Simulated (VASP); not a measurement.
# SiNi (Pmmn) in VASP: single point with r2SCAN+U

Aim: the single point of SiNi with r2SCAN+U.

Program: VASP 6.6.1. These are calculated values, not measurements. Logs are shortened: lines on timing, memory, paths and dates and some standing lists are left out, and cuts for length are marked.

## (1) The cell of the first run

The structure is orthorhombic, space group Pmmn (No. 59). The conventional cell has a = 2.943 Å, b = 3.280 Å, c = 4.677 Å, α = 90.00°, β = 90.00°, γ = 90.00°. Within 3.1 Å of Ni (site symmetry mm2) lie 6 Si at 2.34 to 2.37 Å and 6 Ni at 2.65 to 2.94 Å. Si (site symmetry mm2) has 6 Ni at 2.34 to 2.37 Å and 6 Si at 2.65 to 2.94 Å within 3.1 Å.

## (2) Single point, r2SCAN+U, collinear spin, ferromagnetic start

File POSCAR:

```
SiNi
1.0
    2.9427706600      0.0000000000      0.0000000000
    0.0000000000      3.2803255400      0.0000000000
    0.0000000000      0.0000000000      4.6774467600
Ni Si
2 2
Direct
    0.5000000000      0.5000000000      0.3424955900
    0.0000000000      0.0000000000      0.6575044100
    0.5000000000      0.5000000000      0.8431431600
    0.0000000000      0.0000000000      0.1568568400
```

File INCAR.step1:

```
PREC     = Accurate       # precision mode
ENCUT    = 660            # plane-wave cutoff, eV
ISMEAR   = -1             # smearing method
SIGMA    = 0.05           # smearing width, eV
LREAL    = F              # projectors in reciprocal space
LASPH    = T              # aspherical terms in the spheres
NELM     = 200            # most SCF steps
ISPIN    = 2              # spin polarisation
MAGMOM   = 1 1 0 0        # initial moments
LMAXMIX  = 4              # l up to which the mixer works
LDAU     = T              # DFT+U
LDAUTYPE = 2            
LDAUL    = 2 -1           # shell
LDAUU    = 6 0            # U, eV
LDAUJ    = 0 0          
NBANDS   = 26             # bands
GGA      = PE             # functional
ALGO     = Normal         # electronic algorithm
EDIFF    = 1E-5           # SCF threshold, eV
LWAVE    = T              # write WAVECAR
LCHARG   = F              # write CHGCAR
GGA_COMPAT= F
```

File INCAR.step2:

```
PREC     = Accurate       # precision mode
ENCUT    = 660            # plane-wave cutoff, eV
EDIFF    = 1E-6           # SCF threshold, eV
ISMEAR   = -1             # smearing method
SIGMA    = 0.05           # smearing width, eV
LREAL    = F              # projectors in reciprocal space
LASPH    = T              # aspherical terms in the spheres
NELM     = 200            # most SCF steps
ALGO     = Normal         # electronic algorithm
ISIF     = 2              # what is computed and relaxed
LWAVE    = F              # write WAVECAR
LCHARG   = T              # write CHGCAR
ISPIN    = 2              # spin polarisation
MAGMOM   = 1 1 0 0        # initial moments
LORBIT   = 11             # projections on sites
LMAXMIX  = 4              # l up to which the mixer works
LDAU     = T              # DFT+U
LDAUTYPE = 2            
LDAUL    = 2 -1           # shell
LDAUU    = 6 0            # U, eV
LDAUJ    = 0 0          
LDAUPRINT= 1            
METAGGA  = R2SCAN         # meta-GGA
LMIXTAU  = T            
LELF     = T              # ELF
LVHAR    = T            
NBANDS   = 26             # bands
ISTART   = 1            
GGA_COMPAT= F
```

File KPOINTS:

```
Automatic mesh
0
Gamma
  9 8 6
```

Potentials or basis: VASP PAW PBE potentials, release 64 (Ni, Si).

The run is started by

```console
$ cat potpaw_PBE.64/Ni/POTCAR potpaw_PBE.64/Si/POTCAR > POTCAR
$ cp INCAR.step1 INCAR
$ mpirun -np 1 vasp_std > vasp.out
$ cp INCAR.step2 INCAR
$ mpirun -np 1 vasp_std > vasp.out
```

OUTCAR:

```text
PREC = Accurate
   ENCUT = 660
   EDIFF = 1E-6
   ISMEAR = -1
   LREAL = F
   LASPH = T
   NELM = 200
   ISIF = 2
   ISPIN = 2
   LORBIT = 11
   METAGGA = R2SCAN
   ISTART = 1

 ion  position               nearest neighbor table
   1  0.500  0.500  0.342-   3 2.34   3 2.34   4 2.37   4 2.37   4 2.37   4 2.37   2 2.65   2 2.65
                             2 2.65   2 2.65
   2  0.000  0.000  0.658-   4 2.34   4 2.34   3 2.37   3 2.37   3 2.37   3 2.37   1 2.65   1 2.65
                             1 2.65   1 2.65
   3  0.500  0.500  0.843-   1 2.34   1 2.34   2 2.37   2 2.37   2 2.37   2 2.37   4 2.65   4 2.65
                             4 2.65   4 2.65
   4  0.000  0.000  0.157-   2 2.34   2 2.34   1 2.37   1 2.37   1 2.37   1 2.37   3 2.65   3 2.65
                             3 2.65   3 2.65

  LATTYP: Found a simple orthorhombic cell.
 ALAT       =     2.9427706600
 B/A-ratio  =     1.1147064855
 C/A-ratio  =     1.5894703667

  Lattice vectors:

 A1 = (   2.9427706600,   0.0000000000,   0.0000000000)
 A2 = (   0.0000000000,   3.2803255400,   0.0000000000)
 A3 = (   0.0000000000,   0.0000000000,   4.6774467600)

Analysis of symmetry for initial positions (statically):
=====================================================================
 Subroutine PRICEL returns:
 Original cell was already a primitive cell.

 Routine SETGRP: Setting up the symmetry group for a
 simple orthorhombic supercell.

 Subroutine GETGRP returns: Found  8 space group operations
 (whereof  4 operations were pure point group operations)
 out of a pool of  8 trial point group operations.

The static configuration has the point symmetry C_2v.
 The point group associated with its full space group is D_2h.

Analysis of symmetry for dynamics (positions and initial velocities):
=====================================================================
 Subroutine PRICEL returns:
 Original cell was already a primitive cell.

 Routine SETGRP: Setting up the symmetry group for a
 simple orthorhombic supercell.

 Subroutine GETGRP returns: Found  8 space group operations
 (whereof  4 operations were pure point group operations)
 out of a pool of  8 trial point group operations.

The dynamic configuration has the point symmetry C_2v.
 The point group associated with its full space group is D_2h.

Analysis of structural, dynamic, and magnetic symmetry:
=====================================================================
 Subroutine PRICEL returns:
 Original cell was already a primitive cell.

 Routine SETGRP: Setting up the symmetry group for a
 simple orthorhombic supercell.

 Subroutine GETGRP returns: Found  8 space group operations
 (whereof  4 operations were pure point group operations)
 out of a pool of  8 trial point group operations.

The overall configuration has the point symmetry C_2v.
 The point group associated with its full space group is D_2h.

 Subroutine INISYM returns: Found  8 space group operations
 (whereof  4 operations are pure point group operations),
 and found     1 'primitive' translations

----------------------------------------------------------------------------------------

                                     Primitive cell

[... 149 lines left out ...]

spin component  2

  0.8372  0.0000  0.0000  0.0000  0.0000
  0.0000  0.8729  0.0000  0.0000  0.0000
  0.0000  0.0000  0.8813  0.0000  0.0004
  0.0000  0.0000  0.0000  0.8894  0.0000
  0.0000  0.0000  0.0004  0.0000  0.9421

 occupancies and eigenvectors

  o =  0.8372  v =  0.0000  0.0000  0.0000  0.0000  0.0000  1.0000  0.0000  0.0000  0.0000  0.0000      0.0000  0.0000  0.0000  0.0000  0.0000  0.0000  0.0000  0.0000  0.0000  0.0000
  o =  0.8372  v =  1.0000  0.0000  0.0000  0.0000  0.0000  0.0000  0.0000  0.0000  0.0000  0.0000      0.0000  0.0000  0.0000  0.0000  0.0000  0.0000  0.0000  0.0000  0.0000  0.0000
  o =  0.8729  v =  0.0000  1.0000  0.0000  0.0000  0.0000  0.0000  0.0000  0.0000  0.0000  0.0000      0.0000  0.0000  0.0000  0.0000  0.0000  0.0000  0.0000  0.0000  0.0000  0.0000
  o =  0.8729  v =  0.0000  0.0000  0.0000  0.0000  0.0000  0.0000  1.0000  0.0000  0.0000  0.0000      0.0000  0.0000  0.0000  0.0000  0.0000  0.0000  0.0000  0.0000  0.0000  0.0000
  o =  0.8813  v =  0.0000  0.0000 -1.0000  0.0000  0.0067  0.0000  0.0000  0.0000  0.0000  0.0000      0.0000  0.0000  0.0000  0.0000  0.0000  0.0000  0.0000  0.0000  0.0000  0.0000
  o =  0.8813  v =  0.0000  0.0000  0.0000  0.0000  0.0000  0.0000  0.0000 -1.0000  0.0000  0.0067      0.0000  0.0000  0.0000  0.0000  0.0000  0.0000  0.0000  0.0000  0.0000  0.0000
  o =  0.8894  v =  0.0000  0.0000  0.0000 -1.0000  0.0000  0.0000  0.0000  0.0000  0.0000  0.0000      0.0000  0.0000  0.0000  0.0000  0.0000  0.0000  0.0000  0.0000  0.0000  0.0000
  o =  0.8894  v =  0.0000  0.0000  0.0000  0.0000  0.0000  0.0000  0.0000  0.0000 -1.0000  0.0000      0.0000  0.0000  0.0000  0.0000  0.0000  0.0000  0.0000  0.0000  0.0000  0.0000
  o =  0.9421  v =  0.0000  0.0000 -0.0067  0.0000 -1.0000  0.0000  0.0000  0.0000  0.0000  0.0000      0.0000  0.0000  0.0000  0.0000  0.0000  0.0000  0.0000  0.0000  0.0000  0.0000
  o =  0.9421  v =  0.0000  0.0000  0.0000  0.0000  0.0000  0.0000  0.0000 -0.0067  0.0000 -1.0000      0.0000  0.0000  0.0000  0.0000  0.0000  0.0000  0.0000  0.0000  0.0000  0.0000

atom =   2  type =  1  l = 2

 onsite density matrix

spin component  1

  0.8372  0.0000  0.0000  0.0000  0.0000
  0.0000  0.8729  0.0000  0.0000  0.0000
  0.0000  0.0000  0.8813  0.0000  0.0004
  0.0000  0.0000  0.0000  0.8894  0.0000
  0.0000  0.0000  0.0004  0.0000  0.9421

spin component  2

  0.8372  0.0000  0.0000  0.0000  0.0000
  0.0000  0.8729  0.0000  0.0000  0.0000
  0.0000  0.0000  0.8813  0.0000  0.0004
  0.0000  0.0000  0.0000  0.8894  0.0000
  0.0000  0.0000  0.0004  0.0000  0.9421

 occupancies and eigenvectors

  o =  0.8372  v =  0.0000  0.0000  0.0000  0.0000  0.0000  1.0000  0.0000  0.0000  0.0000  0.0000      0.0000  0.0000  0.0000  0.0000  0.0000  0.0000  0.0000  0.0000  0.0000  0.0000
  o =  0.8372  v =  1.0000  0.0000  0.0000  0.0000  0.0000  0.0000  0.0000  0.0000  0.0000  0.0000      0.0000  0.0000  0.0000  0.0000  0.0000  0.0000  0.0000  0.0000  0.0000  0.0000
  o =  0.8729  v =  0.0000  1.0000  0.0000  0.0000  0.0000  0.0000  0.0000  0.0000  0.0000  0.0000      0.0000  0.0000  0.0000  0.0000  0.0000  0.0000  0.0000  0.0000  0.0000  0.0000
  o =  0.8729  v =  0.0000  0.0000  0.0000  0.0000  0.0000  0.0000  1.0000  0.0000  0.0000  0.0000      0.0000  0.0000  0.0000  0.0000  0.0000  0.0000  0.0000  0.0000  0.0000  0.0000
  o =  0.8813  v =  0.0000  0.0000  1.0000 -0.0000 -0.0067  0.0000  0.0000  0.0000  0.0000  0.0000      0.0000  0.0000  0.0000  0.0000  0.0000  0.0000  0.0000  0.0000  0.0000  0.0000
  o =  0.8813  v =  0.0000  0.0000  0.0000  0.0000  0.0000  0.0000  0.0000 -1.0000  0.0000  0.0067      0.0000  0.0000  0.0000  0.0000  0.0000  0.0000  0.0000  0.0000  0.0000  0.0000
  o =  0.8894  v =  0.0000  0.0000  0.0000  1.0000  0.0000  0.0000  0.0000  0.0000  0.0000  0.0000      0.0000  0.0000  0.0000  0.0000  0.0000  0.0000  0.0000  0.0000  0.0000  0.0000
  o =  0.8894  v =  0.0000  0.0000  0.0000  0.0000  0.0000  0.0000  0.0000  0.0000 -1.0000  0.0000      0.0000  0.0000  0.0000  0.0000  0.0000  0.0000  0.0000  0.0000  0.0000  0.0000
  o =  0.9421  v =  0.0000  0.0000  0.0067 -0.0000  1.0000  0.0000  0.0000  0.0000  0.0000  0.0000      0.0000  0.0000  0.0000  0.0000  0.0000  0.0000  0.0000  0.0000  0.0000  0.0000
  o =  0.9421  v =  0.0000  0.0000  0.0000  0.0000  0.0000  0.0000  0.0000 -0.0067  0.0000 -1.0000      0.0000  0.0000  0.0000  0.0000  0.0000  0.0000  0.0000  0.0000  0.0000  0.0000

 number of electron      27.9999996 magnetization      -0.0000001

 Free energy of the ion-electron system (eV)
  ---------------------------------------------------
  ext. energy  EPLUGINS =         0.00000000
  ---------------------------------------------------
  free energy    TOTEN  =       -36.30105395 eV

  energy without entropy =      -36.29360591  energy(sigma->0) =      -36.29732993

 E-fermi :  11.0169     XC(G=0): -13.4877

 val. band max:       10.9638629384   @ k =   0.4444   0.5000   0.3333
 cond. band min:      11.0229020191   @ k =   0.4444   0.3750   0.3333
 fundamental gap:      0.0590390807
 Fermi energy:        11.0168689685

 spin component 1

 k-point     1 :       0.0000    0.0000    0.0000
  band No.  band energies     occupation
      1      -3.3834      1.00000
      2       2.4918      1.00000
      3       4.5849      1.00000
      4       5.7966      1.00000
      5       6.6825      1.00000
      6       7.2539      1.00000
[... 1385 lines left out ...]
     25      29.3384      0.00000
     26      29.3384      0.00000

 [... further k-points ...]

------------------------ aborting loop because EDIFF is reached ----------------------------------------

  FORCE on cell =-STRESS in cart. coord.  units (eV):
  Direction    XX          YY          ZZ          XY          YZ          ZX
  --------------------------------------------------------------------------------------
  -------------------------------------------------------------------------------------
  Total       -2.4539897     -2.4531338     -3.0691340      0.0000000      0.0000000      0.0000000
  in kB      -87.0765266    -87.0461556   -108.9040981      0.0000000      0.0000000      0.0000000
  external PRESSURE =     -94.3422601 kB  Pullay stress =       0.0000000 kB

 VOLUME and BASIS-vectors are now :
 -----------------------------------------------------------------------------
  energy-cutoff  :      660.00
  volume of cell :       45.15
      direct lattice vectors                 reciprocal lattice vectors
     2.942770660  0.000000000  0.000000000     0.339815812  0.000000000  0.000000000
     0.000000000  3.280325540  0.000000000     0.000000000  0.304847793  0.000000000
     0.000000000  0.000000000  4.677446760     0.000000000  0.000000000  0.213791851

 POSITION                                       TOTAL-FORCE (eV/Angst)
 -----------------------------------------------------------------------------------
      1.47139      1.64016      1.60200         0.000000      0.000000     -0.008392
      0.00000      0.00000      3.07544         0.000000      0.000000      0.008392
      1.47139      1.64016      3.94376         0.000000      0.000000     -0.359827
      0.00000      0.00000      0.73369         0.000000      0.000000      0.359827
 -----------------------------------------------------------------------------------
    total drift:                                0.000000      0.000000     -0.000000

  FREE ENERGIE OF THE ION-ELECTRON SYSTEM (eV)
  ---------------------------------------------------
  free  energy   TOTEN  =       -36.3010539524 eV

  energy  without entropy=      -36.2936059103  energy(sigma->0) =      -36.29732993

 total charge

# of ion       s       p       d       tot
------------------------------------------
    1        0.467   0.596   8.806   9.869
    2        0.467   0.596   8.806   9.869
    3        0.740   0.857   0.000   1.597
    4        0.740   0.857   0.000   1.597
--------------------------------------------------
tot          2.413   2.906  17.613  22.932

 magnetization (x)

# of ion       s       p       d       tot
------------------------------------------
    1        0.000  -0.000  -0.000  -0.000
    2        0.000  -0.000  -0.000  -0.000
    3       -0.000  -0.000   0.000  -0.000
    4       -0.000  -0.000   0.000  -0.000
--------------------------------------------------
tot         -0.000  -0.000  -0.000  -0.000
```

Run time: 24 min. Hardware: 1 thread of Oxide Virtual Turin-like, shared host; peak memory 0.35 GiB.

Results:

| Item | Value |
| --- | --- |
| Free energy | -36.3011 eV |
| Pressure | -9.4 GPa |
| Largest force | 0.360 eV/Å |
| Band gap on the k mesh | zero (filled and empty bands overlap) |
| Net moment | 0.00 μB per cell |
| Valence electrons inside the program's atomic spheres | Ni 9.87; Si 1.60 |

Forces on the atoms (eV/Å):
```
Ni   0.000  0.000 -0.008
Ni   0.000  0.000  0.008
Si   0.000  0.000 -0.360
Si   0.000  0.000  0.360
```

Levels at points of the mesh, in eV from the Fermi level:
Spin up:
| k point | band 12 | band 13 | band 14 | band 15 | band 16 | band 17 |
| --- | --- | --- | --- | --- | --- | --- |
| (0.00, 0.00, 0.00) | -2.46 | -2.33 | -1.04 | 1.80 | 3.18 | 5.82 |
| (0.00, 0.50, 0.00) | -3.01 | -2.78 | -2.78 | 1.44 | 1.44 | 5.59 |
| (0.00, 0.00, 0.50) | -2.38 | 1.16 | 2.40 | 2.93 | 2.93 | 3.25 |
| (0.00, 0.50, 0.50) | -2.71 | -2.54 | -2.54 | 5.78 | 5.78 | 6.01 |
Spin down:
| k point | band 10 | band 11 | band 12 | band 13 | band 14 | band 15 | band 16 | band 17 | band 18 | band 19 |
| --- | --- | --- | --- | --- | --- | --- | --- | --- | --- | --- |
| (0.00, 0.00, 0.00) | -3.06 | -2.99 | -2.46 | -2.33 | -1.04 | 1.80 | 3.18 | 5.82 | 6.06 | 8.13 |
| (0.00, 0.50, 0.00) | -3.33 | -3.01 | -3.01 | -2.78 | -2.78 | 1.44 | 1.44 | 5.59 | 5.59 | 8.64 |
| (0.00, 0.00, 0.50) | -3.36 | -3.20 | -2.38 | 1.16 | 2.40 | 2.93 | 2.93 | 3.25 | 3.72 | 5.49 |
| (0.00, 0.50, 0.50) | -3.24 | -2.71 | -2.71 | -2.54 | -2.54 | 5.78 | 5.78 | 6.01 | 6.01 | 7.86 |

Eigenvalues of the final occupation matrices:
| site | spin | trace | eigenvalues |
| --- | --- | --- | --- |
| site 1 d | 1 | 4.42 | 0.84 0.87 0.88 0.89 0.94 |
| site 1 d | 2 | 4.42 | 0.84 0.87 0.88 0.89 0.94 |
| site 2 d | 1 | 4.42 | 0.84 0.87 0.88 0.89 0.94 |
| site 2 d | 2 | 4.42 | 0.84 0.87 0.88 0.89 0.94 |

Caveat: the cell stands under tension; the moments typed at the start vanished in this run; the PAW data sets were made with another functional, which shifts forces and pressure a little; the U is typed as a test and isn't derived for this compound. The state reached can hang on the start; a lower one may exist.

The gap in the log of VASP goes by the Fermi energy; the results here count the filled bands.